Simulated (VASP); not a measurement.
# TiTe2 (Fm-3m) in VASP: a series of runs

Runs on TiTe2. Level: r2SCAN. Tasks: single point, relaxation of cell and atoms.

Everything below comes from runs of VASP 6.6.1. Logs are shortened: lines on timing, memory, paths and dates and some standing lists are left out, and cuts for length are marked.

### 1 The cell of the first run

The structure is cubic, space group Fm-3m (No. 225). The conventional cell has a = 6.881 Å, b = 6.881 Å, c = 6.881 Å, α = 90.00°, β = 90.00°, γ = 90.00°. Ti (site symmetry m-3m) has 8 Te at 2.98 Å within 3.9 Å. Within 3.9 Å of Te (site symmetry -43m) lie 4 Ti at 2.98 Å and 6 Te at 3.44 Å.

### 2 Single point, r2SCAN

Input file POSCAR:

```
TiTe2
1.0
    0.0000000000      3.4404521538      3.4404521538
    3.4404521538      0.0000000000      3.4404521538
    3.4404521538      3.4404521538      0.0000000000
Ti Te
1 2
Direct
    0.0000000000      0.0000000000      0.0000000000
    0.2500000000      0.2500000000      0.2500000000
    0.7500000000      0.7500000000      0.7500000000
```

Input file INCAR.step1:

```
SYSTEM = TiTe2
ALGO = Normal ; EDIFF = 1E-4
ENCUT = 520 ; GGA = PE
ISMEAR = 0 ; LASPH = .TRUE.
LCHARG = .FALSE. ; LREAL = .FALSE.
LWAVE = .TRUE. ; NBANDS = 19
NELM = 80 ; PREC = Accurate
SIGMA = 0.1
```

Input file INCAR.step2:

```
SYSTEM = TiTe2
ALGO = Normal ; EDIFF = 1E-6
ENCUT = 520 ; ISIF = 2
ISMEAR = 0 ; ISTART = 1
LASPH = .TRUE. ; LCHARG = .FALSE.
LMIXTAU = .TRUE. ; LREAL = .FALSE.
LWAVE = .FALSE. ; METAGGA = R2SCAN
NBANDS = 19 ; NELM = 80
PREC = Accurate ; SIGMA = 0.1
```

Input file KPOINTS:

```
k-points
0
G
  10 10 10
  0 0 0
```

Potentials or basis: VASP PAW PBE potentials, release 64 (Ti_sv, Te).

Command:

```bash
$ cat potpaw_PBE.64/Ti_sv/POTCAR potpaw_PBE.64/Te/POTCAR > POTCAR
$ cp INCAR.step1 INCAR
$ mpirun -np 1 vasp_std > vasp.out
$ cp INCAR.step2 INCAR
$ mpirun -np 1 vasp_std > vasp.out
```

OUTCAR:

```text
SYSTEM = TiTe2
   EDIFF = 1E-6
   ENCUT = 520
   ISIF = 2
   ISMEAR = 0
   ISTART = 1
   LASPH = .TRUE.
   LREAL = .FALSE.
   METAGGA = R2SCAN
   NELM = 80
   PREC = Accurate

 ion  position               nearest neighbor table
   1  0.000  0.000  0.000-   3 2.98   3 2.98   3 2.98   2 2.98   3 2.98   2 2.98   2 2.98   2 2.98

   2  0.250  0.250  0.250-   1 2.98   1 2.98   1 2.98   1 2.98   3 3.44   3 3.44   3 3.44   3 3.44
                             3 3.44   3 3.44
   3  0.750  0.750  0.750-   1 2.98   1 2.98   1 2.98   1 2.98   2 3.44   2 3.44   2 3.44   2 3.44
                             2 3.44   2 3.44

  LATTYP: Found a face centered cubic cell.
 ALAT       =     6.8809043076

  Lattice vectors:

 A1 = (   0.0000000000,   3.4404521538,   3.4404521538)
 A2 = (   3.4404521538,   0.0000000000,   3.4404521538)
 A3 = (   3.4404521538,   3.4404521538,   0.0000000000)

Analysis of symmetry for initial positions (statically):
=====================================================================
 Subroutine PRICEL returns:
 Original cell was already a primitive cell.

 Routine SETGRP: Setting up the symmetry group for a
 face centered cubic supercell.

 Subroutine GETGRP returns: Found 48 space group operations
 (whereof 48 operations were pure point group operations)
 out of a pool of 48 trial point group operations.

The static configuration has the point symmetry O_h .

Analysis of symmetry for dynamics (positions and initial velocities):
=====================================================================
 Subroutine PRICEL returns:
 Original cell was already a primitive cell.

 Routine SETGRP: Setting up the symmetry group for a
 face centered cubic supercell.

 Subroutine GETGRP returns: Found 48 space group operations
 (whereof 48 operations were pure point group operations)
 out of a pool of 48 trial point group operations.

The dynamic configuration has the point symmetry O_h .

 Subroutine INISYM returns: Found 48 space group operations
 (whereof 48 operations are pure point group operations),
 and found     1 'primitive' translations

----------------------------------------------------------------------------------------

                                     Primitive cell

  volume of cell :      81.4473

  direct lattice vectors                    reciprocal lattice vectors
     0.000000000  3.440452154  3.440452154    -0.145329735  0.145329735  0.145329735
     3.440452154  0.000000000  3.440452154     0.145329735 -0.145329735  0.145329735
     3.440452154  3.440452154  0.000000000     0.145329735  0.145329735 -0.145329735

  length of vectors
     4.865534097  4.865534097  4.865534097     0.251718485  0.251718485  0.251718485

  position of ions in fractional coordinates (direct lattice)
     0.000000000  0.000000000  0.000000000
     0.250000000  0.250000000  0.250000000
     0.750000000  0.750000000  0.750000000

  ion indices of the primitive-cell ions
   primitive index   ion index
                 1           1
                 2           2
                 3           3

----------------------------------------------------------------------------------------

 KPOINTS: k-points

Automatic generation of k-mesh.
 Grid dimensions read from file:
 generate k-points for:   10   10   10

 Generating k-lattice:

  Cartesian coordinates                     Fractional coordinates (reciprocal lattice)
    -0.014532974  0.014532974  0.014532974     0.100000000  0.000000000  0.000000000
     0.014532974 -0.014532974  0.014532974     0.000000000  0.100000000  0.000000000
     0.014532974  0.014532974 -0.014532974     0.000000000  0.000000000  0.100000000

  Length of vectors
     0.025171848  0.025171848  0.025171848

  Shift w.r.t. Gamma in fractional coordinates (k-lattice)
     0.000000000  0.000000000  0.000000000

 Subroutine IBZKPT returns following result:
 ===========================================

 Found     47 irreducible k-points:

 Following reciprocal coordinates:
            Coordinates               Weight
  0.000000  0.000000  0.000000      1.000000
  0.100000  0.000000  0.000000      8.000000
  0.200000  0.000000  0.000000      8.000000
  0.300000  0.000000  0.000000      8.000000
  0.400000  0.000000  0.000000      8.000000
  0.500000  0.000000  0.000000      4.000000
[... 16 lines left out ...]
  0.300000  0.300000  0.000000      6.000000
  0.400000  0.300000  0.000000     24.000000
 [... further k-points ...]
   k-points           NKPTS =     47   k-points in BZ     NKDIM =     47   number of bands    NBANDS=     19
   number of dos      NEDOS =    301   number of ions     NIONS =      3
   total plane-waves  NPLWV =  46656
   dimension x,y,z NGX =    36 NGY =   36 NGZ =   36
   dimension x,y,z NGXF=    72 NGYF=   72 NGZF=   72
   ions per type =               1   2
   NGX,Y,Z   is equivalent  to a cutoff of  12.30, 12.30, 12.30 a.u.
   NGXF,Y,Z  is equivalent  to a cutoff of  24.60, 24.60, 24.60 a.u.
 SYSTEM =  TiTe2
   PREC   = accura    normal or accurate (medium, high low for compatibility)
   ISTART =      1    job   : 0-new  1-cont  2-samecut
   ICHARG =      0    charge: 1-file 2-atom 10-const
   ISPIN  =      1    spin polarized calculation?
   LNONCOLLINEAR =      F non collinear calculations
   LSORBIT =      F    spin-orbit coupling
   LASPH  =      T    aspherical Exc in radial PAW
   ENCUT  =  520.0 eV  38.22 Ry    6.18 a.u.   9.05  9.05  9.05*2*pi/ulx,y,z
   NELM   =     80;   NELMIN=  2; NELMDL=  0     # of ELM steps
   EDIFF  = 0.1E-05   stopping-criterion for ELM
   LREAL  =      F    real-space projection
   EDIFFG = 0.1E-04   stopping-criterion for IOM
   NSW    =      0    number of steps for IOM
   IBRION =     -1    ionic relax: 0-MD 1-quasi-New 2-CG
   NFREE  =      0    steps in history (QN), initial steepest desc. (CG)
   ISIF   =      2    stress and relaxation
   ISYM   =      2    0-nonsym 1-usesym 2-fastsym
   POTIM  = 0.5000    time-step for ionic-motion
   TEBEG  =    0.0;   TEEND  =   0.0 temperature during run
   PSTRESS=    0.0 pullay stress
   NELECT =      24.0000    total number of electrons
   NUPDOWN=      -1.0000    fix difference up-down
   EMIN   =  10.00;   EMAX   =-10.00  energy-range for DOS
   EFERMI =   0.00;   METHOD = LEGACY
   ISMEAR =     0;   SIGMA  =   0.10  broadening in eV -4-tet -1-fermi 0-gaus
   EFERMI_NEDOS =   21; number of points for ismear=-14 and -15
   IALGO  =     38    algorithm
   IMIX   =      4    mixing-type and parameters
     AMIX     =   0.40;   BMIX     =  1.00
     AMIX_MAG =   1.60;   BMIX_MAG =  1.00
  volume/ion in A,a.u.               =      27.15       183.21
  Fermi-wavevector in a.u.,A,eV,Ry     =   1.089398  2.058663 16.147217  1.186787
  Thomas-Fermi vector in A             =   2.225600
   LORBIT       =      0    0 simple, 1 ext, 2 COOP (PROOUT), +10 PAW based schemes
   METAGGA = R2SCAN    functional components
   LHFCALC =     F    Hartree Fock is set to
   AEXX    =    0.0000 exact exchange contribution
   IVDW    =     0    specifies the selected vdW correction
   LEPSILON=     F    determine dielectric tensor
   LRPA    =     F    only Hartree local field effects (RPA)
 non-spin polarized calculation
 Gauss-broadening in eV      SIGMA  =   0.10
  energy-cutoff  :      520.00
  volume of cell :       81.45
 maximum number of plane-waves:      2210
   NGX = 19   NGY = 19   NGZ = 19

 number of electron      23.9999994 magnetization

 Free energy of the ion-electron system (eV)
  ---------------------------------------------------
  ext. energy  EPLUGINS =         0.00000000
  ---------------------------------------------------
  free energy    TOTEN  =       -64.90299553 eV

  energy without entropy =      -64.87734087  energy(sigma->0) =      -64.89016820

 E-fermi :   7.4358     XC(G=0): -10.2871

 val. band max:        7.4267699317   @ k =  -0.2000   0.2000   0.0000
 cond. band min:       7.4722413381   @ k =  -0.3000   0.2000   0.0000
 fundamental gap:      0.0454714064
 Fermi energy:         7.4358269029

 k-point     1 :       0.0000    0.0000    0.0000
  band No.  band energies     occupation
      1     -52.9662      2.00000
      2     -28.1718      2.00000
      3     -28.1718      2.00000
      4     -28.1717      2.00000
      5      -6.4431      2.00000
      6      -2.3416      2.00000
[... 11 lines left out ...]
     18      10.5447      0.00000
     19      10.5447      0.00000

 k-point     2 :       0.1000    0.0000    0.0000
  band No.  band energies     occupation
      1     -52.9662      2.00000
      2     -28.1722      2.00000
      3     -28.1719      2.00000
      4     -28.1718      2.00000
      5      -6.3660      2.00000
      6      -2.5122      2.00000
[... 11 lines left out ...]
     18      10.8583      0.00000
     19      10.8583      0.00000

 k-point     3 :       0.2000    0.0000    0.0000
  band No.  band energies     occupation
      1     -52.9662      2.00000
      2     -28.1733      2.00000
      3     -28.1720      2.00000
      4     -28.1720      2.00000
      5      -6.1392      2.00000
      6      -2.9480      2.00000
[... 11 lines left out ...]
     18      11.5278      0.00000
     19      11.5618      0.00000

 k-point     4 :       0.3000    0.0000    0.0000
  band No.  band energies     occupation
      1     -52.9661      2.00000
      2     -28.1746      2.00000
      3     -28.1722      2.00000
      4     -28.1722      2.00000
      5      -5.7774      2.00000
      6      -3.5178      2.00000
[... 407 lines left out ...]
     18      11.5911      0.00000
     19      12.0965      0.00000

 k-point    23 :       0.3000    0.3000    0.0000
  band No.  band energies     occupation
      1     -52.9661      2.00000
      2     -28.1748      2.00000
      3     -28.1728      2.00000
      4     -28.1727      2.00000
      5      -5.6227      2.00000
      6      -3.4579      2.00000
[... 11 lines left out ...]
     18      10.2556      0.00000
     19      13.4254      0.00000

 k-point    24 :       0.4000    0.3000    0.0000
  band No.  band energies     occupation
      1     -52.9661      2.00000
      2     -28.1754      2.00000
      3     -28.1731      2.00000
      4     -28.1729      2.00000
      5      -5.3509      2.00000
      6      -3.7103      2.00000
[... 11 lines left out ...]
     18      10.4714      0.00000
     19      13.9507      0.00000

 [... further k-points ...]

------------------------ aborting loop because EDIFF is reached ----------------------------------------

  FORCE on cell =-STRESS in cart. coord.  units (eV):
  Direction    XX          YY          ZZ          XY          YZ          ZX
  --------------------------------------------------------------------------------------
  -------------------------------------------------------------------------------------
  Total        0.0570169      0.0570169      0.0570169      0.0000000     -0.0000000      0.0000000
  in kB        1.1215999      1.1215999      1.1215999      0.0000000     -0.0000000      0.0000000
  external PRESSURE =       1.1215999 kB  Pullay stress =       0.0000000 kB

 VOLUME and BASIS-vectors are now :
 -----------------------------------------------------------------------------
  energy-cutoff  :      520.00
  volume of cell :       81.45
      direct lattice vectors                 reciprocal lattice vectors
     0.000000000  3.440452154  3.440452154    -0.145329735  0.145329735  0.145329735
     3.440452154  0.000000000  3.440452154     0.145329735 -0.145329735  0.145329735
     3.440452154  3.440452154  0.000000000     0.145329735  0.145329735 -0.145329735

 POSITION                                       TOTAL-FORCE (eV/Angst)
 -----------------------------------------------------------------------------------
      0.00000      0.00000      0.00000         0.000000      0.000000      0.000000
      1.72023      1.72023      1.72023        -0.000000      0.000000      0.000000
      5.16068      5.16068      5.16068        -0.000000     -0.000000     -0.000000
 -----------------------------------------------------------------------------------
    total drift:                               -0.000000      0.000000      0.000000

  FREE ENERGIE OF THE ION-ELECTRON SYSTEM (eV)
  ---------------------------------------------------
  free  energy   TOTEN  =       -64.9029955300 eV

  energy  without entropy=      -64.8773408735  energy(sigma->0) =      -64.89016820
```

Run time: 3.6 min. Hardware: 1 thread of Intel Xeon Platinum 8375C at 2.90GHz (Ice Lake), shared host; peak memory 0.26 GiB.

What came out:

```
Free energy            : -64.9030 eV
Pressure               : 0.1 GPa
Band gap on the k mesh : zero (bands 12 and 13 overlap by 0.29 eV)
```

Levels at points of the mesh, in eV from the Fermi level:
```
           k point  band 10  band 11  band 12  band 13  band 14  band 15
(0.00, 0.00, 0.00)    -0.46    -0.46    -0.46    -0.08    -0.08     2.03
(0.50, 0.00, 0.00)    -2.98    -2.98    -2.65     0.04     0.04     0.81
(0.50, 0.50, 0.00)    -1.40    -1.40    -0.40     0.35     0.81     1.68
```

Caveat: the PAW data sets were made with another functional, which shifts forces and pressure a little; spin-orbit coupling is left out, which moves the levels of the heavy elements.

(Continued in part 2 of 2.)
